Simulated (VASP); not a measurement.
# ZrB2 (P6/mmm) in VASP: a series of runs

Runs on ZrB2. Level: LDA. Tasks: single point.

All numbers are computed with VASP 6.6.1; they aren't measurements. Logs are shortened: lines on timing, memory, paths and dates and some standing lists are left out, and cuts for length are marked.

**1. The cell of the first run**

It takes space group P6/mmm (No. 191, hexagonal). The conventional cell has a = 3.135 Å, b = 3.135 Å, c = 3.484 Å, α = 90.00°, β = 90.00°, γ = 120.00°. Zr (site symmetry 6/mmm) has 12 B at 2.51 Å and 6 Zr at 3.14 Å within 3.3 Å. B (site symmetry -6m2) has 3 B at 1.81 Å within 2.4 Å.

**2. Single point, LDA**

File INCAR:

```
SYSTEM = ZrB2
  ALGO = Normal
  EDIFF = 1E-6
  ENCUT = 500
  GGA = CA
  GGA_COMPAT = .False.
  ISIF = 2
  ISMEAR = 1
  LASPH = .True.
  LCHARG = .False.
  LREAL = .False.
  LWAVE = .False.
  NBANDS = 16
  NELM = 120
  PREC = Accurate
  SIGMA = 0.05
```

File KPOINTS:

```
k-points
0
Gamma
  9 9 7
  0 0 0
```

File POSCAR:

```
ZrB2
1.0
    3.1350498654      0.0000000000      0.0000000000
   -1.5675249327      2.7150328256      0.0000000000
    0.0000000000      0.0000000000      3.4842900428
Zr B
1 2
Direct
    0.0000000000      0.0000000000      0.0000000000
    0.3333333333      0.6666666667      0.5000000000
    0.6666666667      0.3333333333      0.5000000000
```

Potentials or basis: VASP PAW LDA potentials, release 64 (Zr_sv, B).

The run is started by

```bash
$ cat potpaw_LDA.64/Zr_sv/POTCAR potpaw_LDA.64/B/POTCAR > POTCAR
$ mpirun -np 1 vasp_std > vasp.out
```

OUTCAR:

```text
SYSTEM = ZrB2
   EDIFF = 1E-6
   ENCUT = 500
   GGA = CA
   ISIF = 2
   ISMEAR = 1
   LASPH = .True.
   LREAL = .False.
   NELM = 120
   PREC = Accurate

 ion  position               nearest neighbor table
   1  0.000  0.000  0.000-   2 2.51   3 2.51   2 2.51   3 2.51   3 2.51   3 2.51   2 2.51   2 2.51
                             3 2.51   3 2.51   2 2.51   2 2.51
   2  0.333  0.667  0.500-   3 1.81   3 1.81   3 1.81   1 2.51   1 2.51   1 2.51   1 2.51   1 2.51
                             1 2.51
   3  0.667  0.333  0.500-   2 1.81   2 1.81   2 1.81   1 2.51   1 2.51   1 2.51   1 2.51   1 2.51
                             1 2.51

  LATTYP: Found a hexagonal cell.
 ALAT       =     3.1350498654
 C/A-ratio  =     1.1113986037

  Lattice vectors:

 A1 = (   3.1350498654,   0.0000000000,   0.0000000000)
 A2 = (  -1.5675249327,   2.7150328256,   0.0000000000)
 A3 = (   0.0000000000,   0.0000000000,   3.4842900428)

Analysis of symmetry for initial positions (statically):
=====================================================================
 Subroutine PRICEL returns:
 Original cell was already a primitive cell.

 Routine SETGRP: Setting up the symmetry group for a
 hexagonal supercell.

 Subroutine GETGRP returns: Found 24 space group operations
 (whereof 24 operations were pure point group operations)
 out of a pool of 24 trial point group operations.

The static configuration has the point symmetry D_6h.

Analysis of symmetry for dynamics (positions and initial velocities):
=====================================================================
 Subroutine PRICEL returns:
 Original cell was already a primitive cell.

 Routine SETGRP: Setting up the symmetry group for a
 hexagonal supercell.

 Subroutine GETGRP returns: Found 24 space group operations
 (whereof 24 operations were pure point group operations)
 out of a pool of 24 trial point group operations.

The dynamic configuration has the point symmetry D_6h.

 Subroutine INISYM returns: Found 24 space group operations
 (whereof 24 operations are pure point group operations),
 and found     1 'primitive' translations

----------------------------------------------------------------------------------------

                                     Primitive cell

  volume of cell :      29.6575

  direct lattice vectors                    reciprocal lattice vectors
     3.135049865  0.000000000  0.000000000     0.318974193  0.184159836  0.000000000
    -1.567524933  2.715032826  0.000000000     0.000000000  0.368319672  0.000000000
     0.000000000  0.000000000  3.484290043     0.000000000  0.000000000  0.287002513

  length of vectors
     3.135049865  3.135049865  3.484290043     0.368319672  0.368319672  0.287002513

[... 82 lines left out ...]
   EDIFF  = 0.1E-05   stopping-criterion for ELM
   LREAL  =      F    real-space projection
   EDIFFG = 0.1E-04   stopping-criterion for IOM
   NSW    =      0    number of steps for IOM
   IBRION =     -1    ionic relax: 0-MD 1-quasi-New 2-CG
   NFREE  =      0    steps in history (QN), initial steepest desc. (CG)
   ISIF   =      2    stress and relaxation
   ISYM   =      2    0-nonsym 1-usesym 2-fastsym
   POTIM  = 0.5000    time-step for ionic-motion
   TEBEG  =    0.0;   TEEND  =   0.0 temperature during run
   PSTRESS=    0.0 pullay stress
   NELECT =      18.0000    total number of electrons
   NUPDOWN=      -1.0000    fix difference up-down
   EMIN   =  10.00;   EMAX   =-10.00  energy-range for DOS
   EFERMI =   0.00;   METHOD = LEGACY
   ISMEAR =     1;   SIGMA  =   0.05  broadening in eV -4-tet -1-fermi 0-gaus
   EFERMI_NEDOS =   21; number of points for ismear=-14 and -15
   IALGO  =     38    algorithm
   IMIX   =      4    mixing-type and parameters
     AMIX     =   0.40;   BMIX     =  1.00
     AMIX_MAG =   1.60;   BMIX_MAG =  1.00
  volume/ion in A,a.u.               =       9.89        66.71
  Fermi-wavevector in a.u.,A,eV,Ry     =   1.386078  2.619308 26.139685  1.921213
  Thomas-Fermi vector in A             =   2.510428
   LORBIT       =      0    0 simple, 1 ext, 2 COOP (PROOUT), +10 PAW based schemes
   GGA     = CA    functional components
   LHFCALC =     F    Hartree Fock is set to
   AEXX    =    0.0000 exact exchange contribution
   IVDW    =     0    specifies the selected vdW correction
   LEPSILON=     F    determine dielectric tensor
   LRPA    =     F    only Hartree local field effects (RPA)
 non-spin polarized calculation
 Methfessel and Paxton  Order N= 1 SIGMA  =   0.05
  energy-cutoff  :      500.00
  volume of cell :       29.66
 maximum number of plane-waves:       769
 NGX is ok and might be reduce to    24
   NGX = 11   NGY = 11   NGZ = 13

 number of electron      18.0000000 magnetization

 Free energy of the ion-electron system (eV)
  ---------------------------------------------------
  ext. energy  EPLUGINS =         0.00000000
  ---------------------------------------------------
  free energy    TOTEN  =       -27.47065480 eV

  energy without entropy =      -27.47051740  energy(sigma->0) =      -27.47060900

 E-fermi :  10.8527     XC(G=0): -12.7548

 val. band max:       10.8270122413   @ k =   0.2222   0.2222   0.0000
 cond. band min:      10.9966572946   @ k =   0.3333   0.2222   0.0000
 fundamental gap:      0.1696450533
 Fermi energy:        10.8526793443

 k-point     1 :       0.0000    0.0000    0.0000
  band No.  band energies     occupation
      1     -37.3506      2.00000
      2     -15.7191      2.00000
      3     -15.0962      2.00000
      4     -15.0962      2.00000
      5      -1.8531      2.00000
      6       8.1534      2.00000
[... 433 lines left out ...]
      3     -15.8330      2.00000
      4     -15.5579      2.00000
      5       2.9681      2.00000
      6       2.9681      2.00000
[... 8 lines left out ...]
     15      21.5793      0.00000
     16      22.6782      0.00000

 [... further k-points ...]
[... 5 lines left out ...]
  --------------------------------------------------------------------------------------
  -------------------------------------------------------------------------------------
  Total        0.0951500      0.0951500      0.1057307      0.0000000      0.0000000     -0.0000000
  in kB        5.1402627      5.1402627      5.7118642      0.0000000      0.0000000     -0.0000000
  external PRESSURE =       5.3307966 kB  Pullay stress =       0.0000000 kB

 VOLUME and BASIS-vectors are now :
 -----------------------------------------------------------------------------
  energy-cutoff  :      500.00
  volume of cell :       29.66
      direct lattice vectors                 reciprocal lattice vectors
     3.135049865  0.000000000  0.000000000     0.318974193  0.184159836  0.000000000
    -1.567524933  2.715032826  0.000000000     0.000000000  0.368319672  0.000000000
     0.000000000  0.000000000  3.484290043     0.000000000  0.000000000  0.287002513

 POSITION                                       TOTAL-FORCE (eV/Angst)
 -----------------------------------------------------------------------------------
      0.00000      0.00000      0.00000         0.000000      0.000000      0.000000
     -0.00000      1.81002      1.74215         0.000000      0.000000      0.000000
      1.56752      0.90501      1.74215        -0.000000      0.000000      0.000000
 -----------------------------------------------------------------------------------
    total drift:                               -0.000000      0.000000      0.000000

  FREE ENERGIE OF THE ION-ELECTRON SYSTEM (eV)
  ---------------------------------------------------
  free  energy   TOTEN  =       -27.4706547974 eV

  energy  without entropy=      -27.4705174032  energy(sigma->0) =      -27.47060900
```

OSZICAR:

```text
N       E                     dE             d eps       ncg     rms          rms(c)
DAV:   1     0.978837764079E+02    0.97884E+02   -0.94853E+03  1536   0.109E+03
DAV:   2    -0.265270687871E+02   -0.12441E+03   -0.12001E+03  2040   0.289E+02
DAV:   3    -0.302460231668E+02   -0.37190E+01   -0.37072E+01  2224   0.441E+01
DAV:   4    -0.303100082495E+02   -0.63985E-01   -0.63967E-01  1920   0.521E+00
DAV:   5    -0.303117384202E+02   -0.17302E-02   -0.17301E-02  2328   0.576E-01    0.233E+01
DAV:   6    -0.275236776131E+02    0.27881E+01   -0.62693E+00  2000   0.168E+01    0.941E+00
DAV:   7    -0.274747931933E+02    0.48884E-01   -0.60631E-01  2120   0.485E+00    0.368E+00
DAV:   8    -0.274753243207E+02   -0.53113E-03   -0.10544E-01  1888   0.260E+00    0.345E-01
DAV:   9    -0.274709969422E+02    0.43274E-02   -0.20380E-02  1872   0.109E+00    0.182E-01
DAV:  10    -0.274706517374E+02    0.34520E-03   -0.16745E-03  1856   0.377E-01    0.442E-02
DAV:  11    -0.274706565205E+02   -0.47831E-05   -0.56333E-05  1896   0.722E-02    0.147E-02
DAV:  12    -0.274706550441E+02    0.14765E-05   -0.28960E-06  1768   0.135E-02    0.600E-03
DAV:  13    -0.274706547974E+02    0.24664E-06   -0.44498E-07   976   0.603E-03
   1 F= -.27470655E+02 E0= -.27470609E+02  d E =-.137394E-03
```

Wall time 8.1 s (1 thread of Intel Xeon 6975P-C (Granite Rapids), shared host); peak memory 0.13 GiB.

Results:

| Property | Result |
| --- | --- |
| Free energy | -27.4707 eV |
| Pressure | 0.5 GPa |
| Band gap on the k mesh | zero (band 9 reaches 11.34 eV, above the bottom of band 10 at 10.83 eV) |

**3. Single point, LDA**

This run uses another cell than the first one, of 9.79 Å³/atom, 0.990 times its volume.

File INCAR:

```
PREC = Accurate
ENCUT = 500
EDIFF = 1E-6
ISMEAR = 1
SIGMA = 0.05
LREAL = F
LASPH = T
NELM = 120
ALGO = Normal
ISIF = 2
LWAVE = F
LCHARG = F
NBANDS = 16
GGA_COMPAT = F
```

File KPOINTS:

```
regular mesh
0
Gamma
  9 9 7
```

File POSCAR:

```
ZrB2
1.0
    3.1245646705      0.0000000000      0.0000000000
   -1.5622823352      2.7059523804      0.0000000000
    0.0000000000      0.0000000000      3.4726368118
Zr B
1 2
Direct
    0.0000000000      0.0000000000      0.0000000000
    0.3333333333      0.6666666667      0.5000000000
    0.6666666667      0.3333333333      0.5000000000
```

Potentials or basis: VASP PAW LDA potentials, release 64 (Zr_sv, B).

The run is started by

```bash
$ cat potpaw_LDA.64/Zr_sv/POTCAR potpaw_LDA.64/B/POTCAR > POTCAR
$ mpirun -np 1 vasp_std > vasp.out
```

OUTCAR:

```text
PREC = Accurate
   ENCUT = 500
   EDIFF = 1E-6
   ISMEAR = 1
   LREAL = F
   LASPH = T
   NELM = 120
   ISIF = 2

 ion  position               nearest neighbor table
   1  0.000  0.000  0.000-   2 2.50   3 2.50   2 2.50   3 2.50   2 2.50   2 2.50   3 2.50   3 2.50
                             3 2.50   3 2.50   2 2.50   2 2.50
   2  0.333  0.667  0.500-   3 1.80   3 1.80   3 1.80   1 2.50   1 2.50   1 2.50   1 2.50   1 2.50
                             1 2.50
   3  0.667  0.333  0.500-   2 1.80   2 1.80   2 1.80   1 2.50   1 2.50   1 2.50   1 2.50   1 2.50
                             1 2.50

  LATTYP: Found a hexagonal cell.
[... 647 lines left out ...]
     16      22.9271      0.00000

 [... further k-points ...]
[... 5 lines left out ...]
  --------------------------------------------------------------------------------------
  -------------------------------------------------------------------------------------
  Total        0.5994858      0.5994858      0.5764478      0.0000000      0.0000000     -0.0000000
  in kB       32.7130054     32.7130054     31.4558603      0.0000000      0.0000000     -0.0000000
  external PRESSURE =      32.2939570 kB  Pullay stress =       0.0000000 kB

 VOLUME and BASIS-vectors are now :
 -----------------------------------------------------------------------------
  energy-cutoff  :      500.00
  volume of cell :       29.36
      direct lattice vectors                 reciprocal lattice vectors
     3.124564670  0.000000000  0.000000000     0.320044584  0.184777827  0.000000000
    -1.562282335  2.705952380  0.000000000     0.000000000  0.369555653  0.000000000
     0.000000000  0.000000000  3.472636812     0.000000000  0.000000000  0.287965616

 POSITION                                       TOTAL-FORCE (eV/Angst)
 -----------------------------------------------------------------------------------
      0.00000      0.00000      0.00000        -0.000000      0.000000      0.000000
     -0.00000      1.80397      1.73632         0.000000     -0.000000      0.000000
      1.56228      0.90198      1.73632        -0.000000      0.000000      0.000000
 -----------------------------------------------------------------------------------
    total drift:                               -0.000000      0.000000     -0.000000

  FREE ENERGIE OF THE ION-ELECTRON SYSTEM (eV)
  ---------------------------------------------------
  free  energy   TOTEN  =       -27.4670279286 eV

  energy  without entropy=      -27.4668909737  energy(sigma->0) =      -27.46698228
```

OSZICAR:

```text
N       E                     dE             d eps       ncg     rms          rms(c)
DAV:   1     0.998397787446E+02    0.99840E+02   -0.94966E+03  1544   0.110E+03
DAV:   2    -0.263406092362E+02   -0.12618E+03   -0.12075E+03  2000   0.290E+02
DAV:   3    -0.302826270668E+02   -0.39420E+01   -0.39259E+01  2376   0.445E+01
DAV:   4    -0.303256457765E+02   -0.43019E-01   -0.43015E-01  1864   0.447E+00
DAV:   5    -0.303264604585E+02   -0.81468E-03   -0.81467E-03  2312   0.429E-01    0.238E+01
DAV:   6    -0.275208165231E+02    0.28056E+01   -0.62498E+00  1968   0.169E+01    0.964E+00
DAV:   7    -0.274709279852E+02    0.49889E-01   -0.62094E-01  2144   0.492E+00    0.375E+00
DAV:   8    -0.274719156102E+02   -0.98763E-03   -0.10919E-01  1880   0.266E+00    0.353E-01
DAV:   9    -0.274673878058E+02    0.45278E-02   -0.21188E-02  1896   0.112E+00    0.183E-01
DAV:  10    -0.274670247425E+02    0.36306E-03   -0.16882E-03  1872   0.380E-01    0.446E-02
DAV:  11    -0.274670296578E+02   -0.49153E-05   -0.57333E-05  1888   0.728E-02    0.151E-02
DAV:  12    -0.274670281790E+02    0.14788E-05   -0.29377E-06  1840   0.135E-02    0.591E-03
DAV:  13    -0.274670279286E+02    0.25037E-06   -0.45416E-07  1008   0.606E-03
   1 F= -.27467028E+02 E0= -.27466982E+02  d E =-.136955E-03
```

stdout:

```text
POSCAR found type information on POSCAR ZrB
 POSCAR found :  2 types and       3 ions
 scaLAPACK will be used
 LDA part: xc-table for (Slater(with rela. corr.)+CA(PZ))
 , standard interpolation
 POSCAR, INCAR and KPOINTS ok, starting setup
 FFT: planning ... GRIDC
 FFT: planning ... GRID_SOFT
 FFT: planning ... GRID
 WAVECAR not read
 entering main loop
```

Run time: 8 s. Hardware: 1 thread of Intel Xeon 6975P-C (Granite Rapids), shared host; peak memory 0.14 GiB.

Results:

```
Free energy            : -27.4670 eV
Pressure               : 3.2 GPa
Band gap on the k mesh : zero (band 9 reaches 11.46 eV, above the bottom of band 10 at 10.94 eV)
```

Stress tensor (GPa, compression positive):
```
3.27 0.00 0.00
0.00 3.27 0.00
0.00 0.00 3.15
```

Levels at points of the mesh, in eV from the Fermi level:
| k point | band 7 | band 8 | band 9 | band 10 | band 11 | band 12 |
| --- | --- | --- | --- | --- | --- | --- |
| (0.00, 0.00, 0.00) | -2.72 | -2.67 | -2.23 | 3.61 | 3.61 | 4.42 |

**4. Single point, LDA**

File INCAR:

```
SYSTEM = ZrB2
  PREC = Accurate
  ENCUT = 500
  EDIFF = 1E-6
  ISMEAR = 1
  SIGMA = 0.05
  LREAL = .FALSE.
  LASPH = .TRUE.
  NELM = 120
  ALGO = Normal
  ISIF = 2
  LWAVE = .FALSE.
  LCHARG = .FALSE.
  NBANDS = 16
  GGA_COMPAT = .FALSE.
```

File KPOINTS:

```
Automatic mesh
0
G
  9 9 7
  0 0 0
```

File POSCAR:

```
ZrB2
1.0
    3.1350498654      0.0000000000      0.0000000000
   -1.5675249327      2.7150328256      0.0000000000
    0.0000000000      0.0000000000      3.4842900428
Zr B
1 2
Direct
    0.0000000000      0.0000000000      0.0000000000
    0.3333333333      0.6666666667      0.5000000000
    0.6666666667      0.3333333333      0.5000000000
```

The run is started by

```bash
$ cat potpaw_LDA.64/Zr_sv/POTCAR potpaw_LDA.64/B/POTCAR > POTCAR
$ mpirun -np 1 vasp_std > vasp.out
```

It took 8 s on 1 thread of Intel Xeon 6975P-C (Granite Rapids), shared host; peak memory 0.13 GiB.

Results (log left out):

```yaml
Free_energy: -27.4707 eV
Pressure: 0.5 GPa
Band_gap_on_the_k_mesh: zero (band 9 reaches 11.34 eV, above the bottom of band 10 at 10.83 eV)
```

Levels at points of the mesh, in eV from the Fermi level:
```tsv
k point	band 7	band 8	band 9	band 10	band 11	band 12
(0.00, 0.00, 0.00)	-2.70	-2.65	-2.23	3.56	3.56	4.37
```
